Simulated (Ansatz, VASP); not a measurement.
# One calculation of Ir, two programs

INCAR

```
ALGO = Normal
EDIFF = 1E-8
ENCUT = 400
GGA = PE
GGA_COMPAT = False
ISIF = 2
ISMEAR = -1
LASPH = True
LCHARG = False
LEFG = True
LREAL = False
LWAVE = False
NBANDS = 10
NELM = 120
PREC = Accurate
SIGMA = 0.05
```

File KPOINTS:

```
k-points
0
Gamma
  14 14 14
```

File POSCAR:

```
Ir
1.0
    2.5179487926      0.0000000000      0.0000000000
    0.0000000000      2.5179487926      0.0000000000
    0.0000000000      0.0000000000      2.5179487926
Ir
1
Direct
    0.0000000000      0.0000000000      0.0000000000
```

Input for Ansatz:

```yaml
crystal:
  lattice:
    - [2.5179487926, 0.0, 0.0]
    - [0.0, 2.5179487926, 0.0]
    - [0.0, 0.0, 2.5179487926]
  atoms:
    - { symbol: Ir, position: [0.0, 0.0, 0.0] }
kpoints:
  mp_grid: { grid: [14, 14, 14] }
scf:
  occupations: { method: fermi_dirac, width: 0.05 }
hamiltonian:
  xc: pbe
  pseudopotentials: { kind: all_electron, datasets: crystal }
output:
  forces: true
  stress: true
  eigenvalues: true
  efg: { contact_densities: true }
```

Change from the starting cell: volume scaled by 0.9405, crystal datasets.

Alike in both runs: task electric field gradients; functional PBE; k mesh 14 × 14 × 14; occupations fermi-dirac, width 0.05 eV; no spin polarisation.

```csv
,VASP,Ansatz
version,VASP 6.6.1,Ansatz 0.2.0
potentials or method,"VASP PAW PBE potentials, release 64 (Ir), cutoff 400 eV","all-electron PAW with datasets made for the crystal, scalar-relativistic"
```

Ansatz gave:

| Item | Value |
| --- | --- |
| pressure (GPa) | 17.6 |

What did VASP give for the same quantities?

Pressure (GPa): 18.0.

Ansatz ran all-electron here, and VASP with PAW potentials.

Neither program's run includes spin-orbit coupling.
